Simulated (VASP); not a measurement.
# Fe (Im-3m) in VASP: notebook, part 2 of 2

VASP 6.6.1. Earlier steps stand in the parts before.

## 3. Single point, BLYP, collinear spin, ferromagnetic start (volume scaled by 1.08)

File INCAR:

```
SYSTEM = Fe
PREC = Accurate ; ENCUT = 520
EDIFF = 1E-7 ; ISMEAR = -1
SIGMA = 0.05 ; LREAL = .False.
LASPH = .True. ; NELM = 150
ALGO = Normal ; ISIF = 2
LWAVE = .False. ; LCHARG = .False.
ISPIN = 2 ; MAGMOM = 2.267
LORBIT = 11 ; LMAXMIX = 4
GGA = B5 ; ALDAX = 1.0
AGGAX = 1.0 ; AGGAC = 1.0
ALDAC = 0.0 ; NBANDS = 14
```

File KPOINTS:

```
regular mesh
0
Gamma
  25 25 25
  0 0 0
```

File POSCAR:

```
Fe
1.0
   -1.4748258737      1.4748258737      1.4748258737
    1.4748258737     -1.4748258737      1.4748258737
    1.4748258737      1.4748258737     -1.4748258737
Fe
1
Direct
    0.0000000000      0.0000000000      0.0000000000
```

Potentials or basis: VASP PAW PBE potentials, release 64 (Fe).

Launch:

```sh
$ cat potpaw_PBE.64/Fe/POTCAR > POTCAR
$ mpirun -np 1 vasp_std > vasp.out
```

OUTCAR:

```text
SYSTEM = Fe
   PREC = Accurate
   ENCUT = 520
   EDIFF = 1E-7
   ISMEAR = -1
   LREAL = .False.
   LASPH = .True.
   NELM = 150
   ISIF = 2
   ISPIN = 2
   LORBIT = 11
   GGA = B5

 ion  position               nearest neighbor table
   1  0.000  0.000  0.000-

  LATTYP: Found a body centered cubic cell.
 ALAT       =     2.9496517474

  Lattice vectors:

 A1 = (  -1.4748258737,   1.4748258737,   1.4748258737)
 A2 = (   1.4748258737,  -1.4748258737,   1.4748258737)
 A3 = (   1.4748258737,   1.4748258737,  -1.4748258737)

Analysis of symmetry for initial positions (statically):
=====================================================================
 Subroutine PRICEL returns:
 Original cell was already a primitive cell.

 Routine SETGRP: Setting up the symmetry group for a
 body centered cubic supercell.

 Subroutine GETGRP returns: Found 48 space group operations
 (whereof 48 operations were pure point group operations)
 out of a pool of 48 trial point group operations.

The static configuration has the point symmetry O_h .

Analysis of symmetry for dynamics (positions and initial velocities):
[... 605 lines left out ...]
     13      35.5860      0.00000
     14      35.5860      0.00000
[... 379 lines left out ...]
      3       5.7030      0.00001
      4       6.6999      0.00000
      5       7.0953      0.00000
      6       7.7077      0.00000
      7      13.2348      0.00000
      8      22.5580      0.00000
      9      23.8610      0.00000
     10      27.9776      0.00000
     11      31.1700      0.00000
     12      37.4269      0.00000
     13      40.9296      0.00000
     14      43.7608      0.00000

 [... further k-points ...]

------------------------ aborting loop because EDIFF is reached ----------------------------------------

  FORCE on cell =-STRESS in cart. coord.  units (eV):
  Direction    XX          YY          ZZ          XY          YZ          ZX
  --------------------------------------------------------------------------------------
  -------------------------------------------------------------------------------------
  Total       -0.7386184     -0.7386184     -0.7386184     -0.0000000     -0.0000000     -0.0000000
  in kB      -92.2249532    -92.2249532    -92.2249532     -0.0000000     -0.0000000     -0.0000000
  external PRESSURE =     -92.2249532 kB  Pullay stress =       0.0000000 kB

 VOLUME and BASIS-vectors are now :
 -----------------------------------------------------------------------------
  energy-cutoff  :      520.00
  volume of cell :       12.83
      direct lattice vectors                 reciprocal lattice vectors
    -1.474825874  1.474825874  1.474825874     0.000000000  0.339023073  0.339023073
     1.474825874 -1.474825874  1.474825874     0.339023073  0.000000000  0.339023073
     1.474825874  1.474825874 -1.474825874     0.339023073  0.339023073  0.000000000

 POSITION                                       TOTAL-FORCE (eV/Angst)
 -----------------------------------------------------------------------------------
      0.00000      0.00000      0.00000        -0.000000     -0.000000     -0.000000
 -----------------------------------------------------------------------------------
    total drift:                                0.000000     -0.000000      0.000000

  FREE ENERGIE OF THE ION-ELECTRON SYSTEM (eV)
  ---------------------------------------------------
  free  energy   TOTEN  =        -7.1535717919 eV

  energy  without entropy=       -7.1440461210  energy(sigma->0) =       -7.14880896

 total charge

# of ion       s       p       d       tot
------------------------------------------
    1        0.442   0.422   6.231   7.095

 magnetization (x)

# of ion       s       p       d       tot
------------------------------------------
    1       -0.016  -0.047   2.485   2.422
```

OSZICAR:

```text
N       E                     dE             d eps       ncg     rms          rms(c)
DAV:   1     0.227748335234E+02    0.22775E+02   -0.37795E+03 27596   0.670E+02
DAV:   2    -0.705676817118E+01   -0.29832E+02   -0.27530E+02 27670   0.126E+02
DAV:   3    -0.803788442431E+01   -0.98112E+00   -0.97081E+00 30834   0.236E+01
DAV:   4    -0.804158516819E+01   -0.37007E-02   -0.37004E-02 29596   0.132E+00
DAV:   5    -0.804160644253E+01   -0.21274E-04   -0.21274E-04 31000   0.104E-01    0.975E+00
DAV:   6    -0.731561628045E+01    0.72599E+00   -0.11660E+01 31570   0.375E+01    0.711E+00
DAV:   7    -0.715956658604E+01    0.15605E+00   -0.12977E+00 31432   0.120E+01    0.335E+00
DAV:   8    -0.715803008316E+01    0.15365E-02   -0.97989E-03 28826   0.656E-01    0.131E+00
DAV:   9    -0.715366095441E+01    0.43691E-02   -0.79586E-03 34684   0.553E-01    0.420E-01
DAV:  10    -0.715347832674E+01    0.18263E-03   -0.48711E-04 30154   0.208E-01    0.119E-01
DAV:  11    -0.715357371803E+01   -0.95391E-04   -0.26822E-04 31614   0.135E-01    0.755E-02
DAV:  12    -0.715357124506E+01    0.24730E-05   -0.12005E-05 29116   0.343E-02    0.215E-02
DAV:  13    -0.715357177564E+01   -0.53059E-06   -0.18068E-06 29152   0.977E-03    0.748E-03
DAV:  14    -0.715357165698E+01    0.11867E-06   -0.40460E-07 29764   0.561E-03    0.104E-03
DAV:  15    -0.715357179163E+01   -0.13466E-06   -0.21876E-08 15416   0.141E-03    0.425E-04
DAV:  16    -0.715357179188E+01   -0.24284E-09   -0.16943E-09 13586   0.380E-04
   1 F= -.71535718E+01 E0= -.71488090E+01  d E =-.952567E-02  mag=     2.4124
```

It took 2.4 min on 1 thread of AMD EPYC 7R13 (Zen 3), shared host; peak memory 0.2 GiB.

What came out:

| Quantity | Value |
| --- | --- |
| Free energy | -7.1536 eV |
| Pressure | -9.2 GPa |
| Net moment | 2.41 μB per cell |
| Site moments | Fe +2.42 μB |
| Valence electrons inside the program's atomic spheres | Fe 7.09 |

Caveat: the PAW data sets were made with another functional, which shifts forces and pressure a little.

## 4. Single point, BLYP, collinear spin, ferromagnetic start (volume scaled by 1.12)

File INCAR:

```
SYSTEM = Fe
AGGAC = 1.0 ; AGGAX = 1.0
ALDAC = 0.0 ; ALDAX = 1.0
ALGO = Normal ; EDIFF = 1E-7
ENCUT = 520 ; GGA = B5
ISIF = 2 ; ISMEAR = -1
ISPIN = 2 ; LASPH = .TRUE.
LCHARG = .FALSE. ; LMAXMIX = 4
LORBIT = 11 ; LREAL = .FALSE.
LWAVE = .FALSE. ; MAGMOM = 2.267
NBANDS = 14 ; NELM = 150
PREC = Accurate ; SIGMA = 0.05
```

File KPOINTS:

```
k-points
0
G
  25 25 25
  0 0 0
```

File POSCAR:

```
Fe
1.0
   -1.4928133279      1.4928133279      1.4928133279
    1.4928133279     -1.4928133279      1.4928133279
    1.4928133279      1.4928133279     -1.4928133279
Fe
1
Direct
    0.0000000000      0.0000000000      0.0000000000
```

Launch:

```sh
$ cat potpaw_PBE.64/Fe/POTCAR > POTCAR
$ mpirun -np 1 vasp_std > vasp.out
```

Run time: 2.8 min. Hardware: 1 thread of AMD EPYC 7R13 (Zen 3), shared host; peak memory 0.2 GiB.

The run converged. Its results:

- Free energy: -7.1227 eV
- Pressure: -11.7 GPa
- Net moment: 2.53 μB per cell
- Site moments: Fe +2.54 μB
- Valence electrons inside the program's atomic spheres: Fe 7.04

Levels at points of the mesh, in eV from the Fermi level:
Spin up:
```csv
k point,band 1,band 2,band 3,band 4,band 5,band 6,band 7,band 8,band 9,band 10
"(0.00, 0.00, 0.00)",-7.44,-2.13,-2.13,-2.13,-1.12,-1.12,23.73,23.73,23.73,27.90
```
Spin down:
| k point | band 1 | band 2 | band 3 | band 4 | band 5 | band 6 | band 7 |
| --- | --- | --- | --- | --- | --- | --- | --- |
| (0.00, 0.00, 0.00) | -7.27 | 0.06 | 0.06 | 0.06 | 1.74 | 1.74 | 23.46 |

Caveat: the PAW data sets were made with another functional, which shifts forces and pressure a little.

## 5. Single point, BLYP, collinear spin, ferromagnetic start

This run uses another cell than the first one: it holds 1 atom, not 2.

File INCAR:

```
PREC = Accurate ; ENCUT = 600
EDIFF = 1E-6 ; ISMEAR = -1
SIGMA = 0.1 ; LREAL = False
LASPH = True ; NELM = 200
ALGO = Normal ; ISIF = 2
LWAVE = False ; LCHARG = False
ISPIN = 2 ; MAGMOM = 2.267
LORBIT = 11 ; LMAXMIX = 4
GGA = B5 ; ALDAX = 1.0
AGGAX = 1.0 ; AGGAC = 1.0
ALDAC = 0.0 ; NBANDS = 14
GGA_COMPAT = False
```

File KPOINTS:

```
regular mesh
0
Gamma
  8 8 8
```

File POSCAR:

```
Fe
1.0
   -1.4374723442      1.4374723442      1.4374723442
    1.4374723442     -1.4374723442      1.4374723442
    1.4374723442      1.4374723442     -1.4374723442
Fe
1
Direct
    0.0000000000      0.0000000000      0.0000000000
```

Launch:

```sh
$ cat potpaw_PBE.64/Fe/POTCAR > POTCAR
$ mpirun -np 1 vasp_std > vasp.out
```

It took 12 s on 1 thread of AMD EPYC 9R45 (Zen 5), shared host; peak memory 0.1 GiB.

Results (log left out):

```yaml
Free_energy: -7.1843 eV
Pressure: 0.7 GPa
Net_moment: 2.24 μB per cell
Site_moments: Fe +2.24 μB
Valence_electrons_inside_the_program's_atomic_spheres: Fe 7.22
```

Levels at points of the mesh, in eV from the Fermi level:
Spin up:
```csv
k point,band 2,band 3,band 4,band 5,band 6,band 7,band 8,band 9
"(0.00, 0.00, 0.00)",-2.23,-2.23,-2.23,-1.06,-1.06,24.89,24.89,24.89
"(0.50, 0.00, 0.00)",-3.23,-1.01,-0.89,0.30,0.76,7.03,18.23,19.51
"(0.50, 0.50, 0.50)",-4.52,0.05,0.05,0.05,9.74,9.74,9.74,15.52
```
Spin down:
| k point | band 1 | band 2 | band 3 | band 4 | band 5 | band 6 |
| --- | --- | --- | --- | --- | --- | --- |
| (0.00, 0.00, 0.00) | -7.85 | -0.33 | -0.33 | -0.33 | 1.62 | 1.62 |
| (0.50, 0.00, 0.00) | -3.36 | -1.52 | 0.86 | 1.47 | 1.85 | 2.51 |
| (0.50, 0.50, 0.50) | -2.73 | -2.73 | 2.23 | 2.23 | 2.23 | 9.99 |

Caveat: the k points lie up to 0.39 Å⁻¹ apart; the PAW data sets were made with another functional, which shifts forces and pressure a little.

## 6. Summary

| spin | cell | k mesh | cutoff (eV) | smearing | gap on the mesh (eV) | pressure (GPa) | moment (μB) |
| --- | --- | --- | --- | --- | --- | --- | --- |
| collinear, antiferromagnetic start | a = 2.839 Å, 2 atoms | 18 × 18 × 18 | 520 | fermi-dirac 0.05 eV | none | 0.3 | 0.00 |
| collinear, ferromagnetic start | a = 2.554 Å, angles 109.5°, 1 atom | 25 × 25 × 25 | 520 | fermi-dirac 0.05 eV | none | -9.2 | 2.41 |
| collinear, ferromagnetic start | a = 2.586 Å, angles 109.5°, 1 atom | 25 × 25 × 25 | 520 | fermi-dirac 0.05 eV | none | -11.7 | 2.53 |
| collinear, ferromagnetic start | a = 2.490 Å, angles 109.5°, 1 atom | 8 × 8 × 8 | 600 | fermi-dirac 0.1 eV | none | 0.7 | 2.24 |

Alike in all rows: task single point; level BLYP; potentials or basis VASP PAW PBE potentials, release 64 (Fe).

Caveats: some runs use coarse meshes; the PAW data sets were made with another functional, which shifts forces and pressure a little.

Absolute energies hang on the potentials; compare differences alone.
